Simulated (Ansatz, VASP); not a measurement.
One calculation of Co, two programs

```
CELL_PARAMETERS angstrom
-3.51144 3.51144 0.00000
-3.51144 0.00000 3.51144
0.00000 3.51144 3.51144
ATOMIC_POSITIONS crystal
Co 0.00000 0.00000 0.00000
Co 0.50000 0.00000 0.00000
Co 0.00000 0.50000 0.00000
Co 0.00000 0.00000 0.50000
Co 0.50000 0.50000 0.00000
Co 0.50000 0.00000 0.50000
Co 0.00000 0.50000 0.50000
Co 0.50000 0.50000 0.50000
```

Alike in both runs: functional r2SCAN; k mesh 8 × 8 × 8; occupations gaussian, width 0.1 eV; collinear spin.

Ansatz relaxed the structure, and its values are those at the end. VASP's run is a single point on that final structure, the one shown.

```csv
,VASP,Ansatz
version,VASP 6.6.1,Ansatz 0.2.0
potentials or method,"VASP PAW PBE potentials, release 64 (Co), cutoff 520 eV","scalar-relativistic, plane waves, PAW"
valence electrons in the cell,72,136
```

VASP gave:

- gap on the k mesh at the Fermi level (eV): none
- pressure (GPa): -0.1
- net moment per atom (μB): 1.82
- size of the moment on the site where the two differ most (μB): 1.87

Problem. Estimate Ansatz's values.

Solution. gap on the k mesh at the Fermi level (eV): none; pressure (GPa): -0.1; net moment per atom (μB): 1.83; size of the moment on the site where the two differ most (μB): 1.93.

VASP's potentials were made for PBE, not for r2SCAN. Site moments also hang on the region over which each program counts them. A gap of «none» marks a metal or a gap that the smearing closes. VASP's potentials hold 72 valence electrons a cell and Ansatz's 136, so a difference there can come from the potentials and not from the codes.
